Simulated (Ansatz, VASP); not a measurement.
Given: the input of a run of VASP 6.6.1 on InAs.

The input INCAR:

```
SYSTEM = InAs
ALGO = Normal ; EDIFF = 1E-6
ENCUT = 520 ; GGA = PE
ISIF = 2 ; ISMEAR = 0
ISPIN = 2 ; LASPH = .True.
LCHARG = .False. ; LORBIT = 11
LREAL = .False. ; LWAVE = .False.
MAGMOM = 0.5 0 ; NBANDS = 20
NELM = 150 ; PREC = Accurate
SIGMA = 0.01
```

The input KPOINTS:

```
k-points
0
Gamma
  8 8 8
  0 0 0
```

File POSCAR:

```
InAs
1.0
    0.0000000000      3.1191930888      3.1191930888
    3.1191930888      0.0000000000      3.1191930888
    3.1191930888      3.1191930888      0.0000000000
In As
1 1
Direct
    0.0000000000      0.0000000000      0.0000000000
    0.7500000000      0.7500000000      0.7500000000
```

Potentials or basis: VASP PAW PBE potentials, release 64 (In_d, As).

Launch:

```bash
$ cat potpaw_PBE.64/In_d/POTCAR potpaw_PBE.64/As/POTCAR > POTCAR
$ mpirun -np 1 vasp_std > vasp.out
```

Set up the same calculation for Ansatz 0.2.0. Potentials there: Ansatz PAW.

As run (the cutoff follows the program's own potentials):

File input.yaml:

```yaml
crystal:
  lattice:
    - [0.0, 3.1191930888, 3.1191930888]
    - [3.1191930888, 0.0, 3.1191930888]
    - [3.1191930888, 3.1191930888, 0.0]
  atoms:
    - { symbol: In, position: [0.0, 0.0, 0.0], spin: 0.5 }
    - { symbol: As, position: [0.75, 0.75, 0.75] }
hamiltonian:
  xc: pbe
  pseudopotentials: { kind: paw, core: large }
magnetization:
  spin_polarized: true
kpoints:
  mp_grid: { grid: [8, 8, 8] }
scf:
  occupations: { method: gaussian, width: 0.01 }
output:
  forces: true
  stress: true
  eigenvalues: true
```

Potentials or basis: Ansatz PAW.

Run with:

```console
$ ansatz run input.yaml --threads 1 --pin off --max-ram 2560MiB --backend cpu --events-out ev --progress --plain --runs-dir out
```

Both were run:

|  | VASP | Ansatz | Ansatz less VASP |
| --- | --- | --- | --- |
| gap on the k mesh at the Fermi level (eV) | none | none | - |
| pressure (GPa) | -1.1 | -1.1 | -0.04 |
| net moment per atom (μB) | 0.00 | 0.00 | 0.000 |

A gap of «none» marks a metal or a gap that the smearing closes. The functional is the same, so the differences come from potentials, cutoffs and numerics. VASP's potentials hold 18 valence electrons a cell and Ansatz's 28, so a difference there can come from the potentials and not from the codes.
